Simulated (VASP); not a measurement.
A run of VASP 6.6.1 is set up as follows.

Contents of INCAR:

```
SYSTEM = Ca
PREC = Accurate ; ENCUT = 520
EDIFF = 1E-7 ; ISMEAR = 0
SIGMA = 0.15 ; LREAL = .FALSE.
LASPH = .TRUE. ; NELM = 80
ALGO = Fast ; ISIF = 2
LWAVE = .FALSE. ; LCHARG = .FALSE.
GGA = PS ; NBANDS = 11
```

File KPOINTS:

```
Automatic mesh
0
G
  14 14 14
  0 0 0
```

The input POSCAR:

```
Ca
1.0
    0.0000000000      2.7522870000      2.7103740000
    2.7522870000      0.0000000000      2.7103740000
    2.7522870000      2.7522870000      0.0000000000
Ca
1
Direct
    0.0000000000      0.0000000000      0.0000000000
```

Potentials or basis: VASP PAW PBE potentials, release 64 (Ca_sv).

The run is started by

```console
$ cat potpaw_PBE.64/Ca_sv/POTCAR > POTCAR
$ mpirun -np 1 vasp_std > vasp.out
```

(1) Estimate the pressure.

(2) What does it give for the band gap on the k mesh?

## Answers

(1) -0.2 GPa.

(2) zero (band 5 reaches 2.14 eV, above the bottom of band 6 at 1.86 eV).

Caveat: the cell differs from its parent crystal (strain -0.015 along x and y, -0.030 along z); the PAW data sets were made with another functional, which shifts forces and pressure a little.
